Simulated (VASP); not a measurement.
# MgS (P6/mmm) in VASP: relaxation of cell and atoms with PBE

Aim: the relaxation of cell and atoms of MgS with PBE.

Program: VASP 6.6.1. These are calculated values, not measurements. Logs are shortened: lines on timing, memory, paths and dates and some standing lists are left out, and cuts for length are marked.

**1. The cell of the first run**

It takes space group P6/mmm (No. 191, hexagonal). The conventional cell has a = 2.953 Å, b = 2.953 Å, c = 6.085 Å, α = 90.00°, β = 90.00°, γ = 120.00°. Mg (site symmetry 6/mmm) has 6 Mg at 2.95 Å and 2 S at 3.04 Å within 3.9 Å. S (site symmetry 6/mmm) has 6 S at 2.95 Å and 2 Mg at 3.04 Å within 3.9 Å.

The cell was generated, and may not be a known phase.

**2. Relaxation of cell and atoms, PBE**

Input file INCAR:

```
PREC = Accurate
ENCUT = 840
EDIFF = 1E-7
ISMEAR = 0
SIGMA = 0.1
LREAL = False
LASPH = True
NELM = 120
ALGO = Normal
ISIF = 3
LWAVE = False
LCHARG = False
GGA = PE
IBRION = 2
NSW = 90
EDIFFG = -0.04
GGA_COMPAT = False
NELMIN = 4
```

Input file KPOINTS:

```
Automatic mesh
0
Gamma
  6 6 4
```

Input file POSCAR:

```
MgS
1.0
    2.9532969200      0.0000000000      0.0000000000
   -1.4766484600      2.5576301600      0.0000000000
    0.0000000000      0.0000000000      6.0854177400
Mg S
1 1
Direct
    0.0000000000      0.0000000000      0.0000000000
    0.0000000000      0.0000000000      0.5000000000
```

Potentials or basis: VASP PAW PBE potentials, release 64 (Mg_sv, S).

Launch:

```sh
> cat potpaw_PBE.64/Mg_sv/POTCAR potpaw_PBE.64/S/POTCAR > POTCAR
> mpirun -np 1 vasp_std > vasp.out
```

OUTCAR:

```text
PREC = Accurate
   ENCUT = 840
   EDIFF = 1E-7
   ISMEAR = 0
   LREAL = False
   LASPH = True
   NELM = 120
   ISIF = 3
   GGA = PE
   IBRION = 2
   NSW = 90
   EDIFFG = -0.04
   NELMIN = 4

 ion  position               nearest neighbor table
   1  0.000  0.000  0.000-
   2  0.000  0.000  0.500-

  LATTYP: Found a hexagonal cell.
 ALAT       =     2.9532969200
 C/A-ratio  =     2.0605505998

  Lattice vectors:

 A1 = (   2.9532969200,   0.0000000000,   0.0000000000)
 A2 = (  -1.4766484600,   2.5576301600,   0.0000000000)
 A3 = (   0.0000000000,   0.0000000000,   6.0854177400)

Analysis of symmetry for initial positions (statically):
=====================================================================
 Subroutine PRICEL returns:
 Original cell was already a primitive cell.

 Routine SETGRP: Setting up the symmetry group for a
 hexagonal supercell.

 Subroutine GETGRP returns: Found 24 space group operations
 (whereof 24 operations were pure point group operations)
 out of a pool of 24 trial point group operations.

The static configuration has the point symmetry D_6h.

Analysis of symmetry for dynamics (positions and initial velocities):
=====================================================================
 Subroutine PRICEL returns:
 Original cell was already a primitive cell.

 Routine SETGRP: Setting up the symmetry group for a
 hexagonal supercell.

 Subroutine GETGRP returns: Found 24 space group operations
 (whereof 24 operations were pure point group operations)
 out of a pool of 24 trial point group operations.

The dynamic configuration has the point symmetry D_6h.

 Subroutine INISYM returns: Found 24 space group operations
 (whereof 24 operations are pure point group operations),
 and found     1 'primitive' translations

----------------------------------------------------------------------------------------

                                     Primitive cell

  volume of cell :      45.9658

  direct lattice vectors                    reciprocal lattice vectors
     2.953296920  0.000000000  0.000000000     0.338604626  0.195493472  0.000000000
    -1.476648460  2.557630160  0.000000000     0.000000000  0.390986944  0.000000000
     0.000000000  0.000000000  6.085417740     0.000000000  0.000000000  0.164327256

  length of vectors
     2.953296920  2.953296922  6.085417740     0.390986944  0.390986944  0.164327256

[... 75 lines left out ...]
   NELM   =    120;   NELMIN=  4; NELMDL= -5     # of ELM steps
   EDIFF  = 0.1E-06   stopping-criterion for ELM
   LREAL  =      F    real-space projection
   EDIFFG = -.4E-01   stopping-criterion for IOM
   NSW    =     90    number of steps for IOM
   IBRION =      2    ionic relax: 0-MD 1-quasi-New 2-CG
   NFREE  =      1    steps in history (QN), initial steepest desc. (CG)
   ISIF   =      3    stress and relaxation
   ISYM   =      2    0-nonsym 1-usesym 2-fastsym
   POTIM  = 0.5000    time-step for ionic-motion
   TEBEG  =    0.0;   TEEND  =   0.0 temperature during run
   PSTRESS=    0.0 pullay stress
   NELECT =      16.0000    total number of electrons
   NUPDOWN=      -1.0000    fix difference up-down
   EMIN   =  10.00;   EMAX   =-10.00  energy-range for DOS
   EFERMI =   0.00;   METHOD = LEGACY
   ISMEAR =     0;   SIGMA  =   0.10  broadening in eV -4-tet -1-fermi 0-gaus
   EFERMI_NEDOS =   21; number of points for ismear=-14 and -15
   IALGO  =     38    algorithm
   IMIX   =      4    mixing-type and parameters
     AMIX     =   0.40;   BMIX     =  1.00
     AMIX_MAG =   1.60;   BMIX_MAG =  1.00
  volume/ion in A,a.u.               =      22.98       155.10
  Fermi-wavevector in a.u.,A,eV,Ry     =   1.151604  2.176216 18.043927  1.326191
  Thomas-Fermi vector in A             =   2.288260
   LORBIT       =      0    0 simple, 1 ext, 2 COOP (PROOUT), +10 PAW based schemes
   GGA     = PE    functional components
   LHFCALC =     F    Hartree Fock is set to
   AEXX    =    0.0000 exact exchange contribution
   IVDW    =     0    specifies the selected vdW correction
   LEPSILON=     F    determine dielectric tensor
   LRPA    =     F    only Hartree local field effects (RPA)
 conjugate gradient relaxation of ions
 non-spin polarized calculation
 Gauss-broadening in eV      SIGMA  =   0.10
  energy-cutoff  :      840.00
  volume of cell :       45.97
 maximum number of plane-waves:      2559
 NGX is ok and might be reduce to    28
   NGX = 13   NGY = 13   NGZ = 29

--------------------------------------- Ionic step        1  -------------------------------------------

 number of electron      16.0000001 magnetization

 Free energy of the ion-electron system (eV)
  ---------------------------------------------------
  ext. energy  EPLUGINS =         0.00000000
  ---------------------------------------------------
  free energy    TOTEN  =        -4.77100358 eV

  energy without entropy =       -4.74877126  energy(sigma->0) =       -4.75988742

------------------------ aborting loop because EDIFF is reached ----------------------------------------

  FORCE on cell =-STRESS in cart. coord.  units (eV):
  Direction    XX          YY          ZZ          XY          YZ          ZX
  --------------------------------------------------------------------------------------
  -------------------------------------------------------------------------------------
  Total       -0.3439977     -0.3439977     -2.3841766      0.0000000      0.0000000      0.0000000
  in kB      -11.9903238    -11.9903238    -83.1024340      0.0000000      0.0000000      0.0000000
  external PRESSURE =     -35.6943605 kB  Pullay stress =       0.0000000 kB
[... 724 lines left out ...]
 k-point    21 :       0.3333    0.3333    0.5000
  band No.  band energies     occupation
      1     -76.4188      2.00000
      2     -43.2472      2.00000
      3     -43.2472      2.00000
      4     -43.1142      2.00000
      5     -10.9466      2.00000
      6      -3.6081      2.00000
      7      -1.1901      2.00000
      8      -1.1901      2.00000
      9       2.1589      0.00000
     10       2.1589      0.00000
     11       5.9054      0.00000
     12       9.1244      0.00000

[... ionic steps 4 to 19 ...]

--------------------------------------- Ionic step       20  -------------------------------------------

 number of electron      15.9999986 magnetization

------------------------ aborting loop because EDIFF is reached ----------------------------------------
[... 67 lines left out ...]
--------------------------------------- Ionic step       22  -------------------------------------------

 number of electron      15.9999983 magnetization

 Free energy of the ion-electron system (eV)
  ---------------------------------------------------
  ext. energy  EPLUGINS =         0.00000000
  ---------------------------------------------------
  free energy    TOTEN  =        -5.95483846 eV

  energy without entropy =       -5.95325036  energy(sigma->0) =       -5.95404441

 E-fermi :   0.2425     XC(G=0):  -7.2012

 val. band max:        0.2027864383   @ k =   0.0000   0.0000   0.5000
 cond. band min:       0.9120721284   @ k =   0.1667   0.0000   0.0000
 fundamental gap:      0.7092856901
 Fermi energy:         0.2424709502
[... 342 lines left out ...]
  FREE ENERGIE OF THE ION-ELECTRON SYSTEM (eV)
  ---------------------------------------------------
  free  energy   TOTEN  =        -5.9548384594 eV

  energy  without entropy=       -5.9532503648  energy(sigma->0) =       -5.95404441

 reached required accuracy - stopping structural energy minimisation
```

OSZICAR:

```text
N       E                     dE             d eps       ncg     rms          rms(c)
DAV:   1     0.122035804854E+03    0.12204E+03   -0.11402E+04   512   0.185E+03
DAV:   2     0.269571777871E+01   -0.11934E+03   -0.11434E+03   584   0.379E+02
DAV:   3    -0.477171545844E+01   -0.74674E+01   -0.71820E+01   744   0.861E+01
[... 287 lines left out ...]
DAV:   3    -0.595483637261E+01    0.79728E-04   -0.19190E-04   560   0.126E-01    0.164E-02
DAV:   4    -0.595483748079E+01   -0.11082E-05   -0.61202E-06   608   0.225E-02    0.451E-03
DAV:   5    -0.595483829339E+01   -0.81260E-06   -0.47478E-07   616   0.655E-03    0.189E-03
DAV:   6    -0.595483840032E+01   -0.10693E-06   -0.17604E-07   496   0.345E-03    0.414E-04
DAV:   7    -0.595483845940E+01   -0.59081E-07   -0.83107E-09   256   0.932E-04
  22 F= -.59548385E+01 E0= -.59540444E+01  d E =-.280736E-03
```

Run time: 6.6 min. Hardware: 1 thread of Intel Xeon Platinum 8259CL at 2.50GHz (Skylake/Cascade Lake), shared host; peak memory 0.23 GiB.

Results:

```
Free energy                           : -5.9548 eV
Relaxed volume                        : 32.04 Å³/atom
Relaxed cell                          : a = 4.084 Å, b = 4.084 Å, c = 4.437 Å, α = 90.00°, β = 90.00°, γ = 120.00°
Space group after relaxing (to 0.1 Å) : P6/mmm (No. 191)
Energy gained by relaxing             : 591.9 meV/atom
Ionic steps                           : 22
Pressure after relaxing               : -0.2 GPa
Band gap on the k mesh                : zero (bands 8 and 9 overlap by 0.11 eV)
```

Step by step:
```
step  energy change (eV)  largest force (eV/Å)  pressure (GPa)  volume (Å³)
   1              0.0000                0.0000           -3.57        45.97
   2             -0.1211                0.0000           -1.22        42.61
   3             -0.1705                0.0000            1.43        40.10
   4             -0.1049                0.0000           10.38        35.24
   5             -0.1773                0.0000            2.66        39.15
   6             -0.2803                0.0000            2.65        39.57
   7             -0.2302                0.0000           16.39        39.73
   8             -0.3575                0.0000            5.56        39.84
   9             -0.4508                0.0000            3.01        42.85
  10             -0.7200                0.0000           -0.73        52.48
  11             -0.9474                0.0000           -6.94        74.32
  12             -0.9358                0.0000           -2.45        60.32
  13             -1.0296                0.0000           -4.26        67.16
  14             -1.0545                0.0000           -4.55        68.63
  15             -1.0633                0.0000           -4.82        69.84
  16             -1.0865                0.0000           -4.39        69.22
  17             -1.1424                0.0000           -3.00        67.38
  18             -1.1829                0.0000            0.31        63.78
  19             -1.1836                0.0000           -0.11        64.19
  20             -1.1836                0.0000            0.00        64.08
  21             -1.1837                0.0000           -0.04        64.08
  22             -1.1838                0.0000           -0.15        64.07
```

Final structure:
```
CELL_PARAMETERS angstrom
4.08362 0.00000 0.00000
-2.04181 3.53652 0.00000
0.00000 0.00000 4.43671
ATOMIC_POSITIONS crystal
Mg 0.00000 0.00000 0.00000
S 0.00000 0.00000 0.50000
```

Levels at points of the mesh, in eV from the Fermi level:
```
           k point  band 6  band 7  band 8  band 9  band 10  band 11
(0.00, 0.00, 0.00)   -2.77   -0.18   -0.18   -0.15     6.59     8.33
(0.50, 0.00, 0.00)   -2.45   -2.33   -0.62    2.39     4.07     6.20
(0.00, 0.00, 0.50)   -4.58   -0.04   -0.04    2.72     5.75     6.97
(0.50, 0.00, 0.50)   -3.78   -1.73   -0.40    1.40     4.83     5.49
```

Caveat: the k points lie up to 0.35 Å⁻¹ apart in the final cell; the volume moved by over 15 % at a fixed basis, so the end points are rough; semilocal functionals underestimate gaps, and a narrow one can read as zero.

The gap in the log of VASP goes by the Fermi energy; the results here count the filled bands.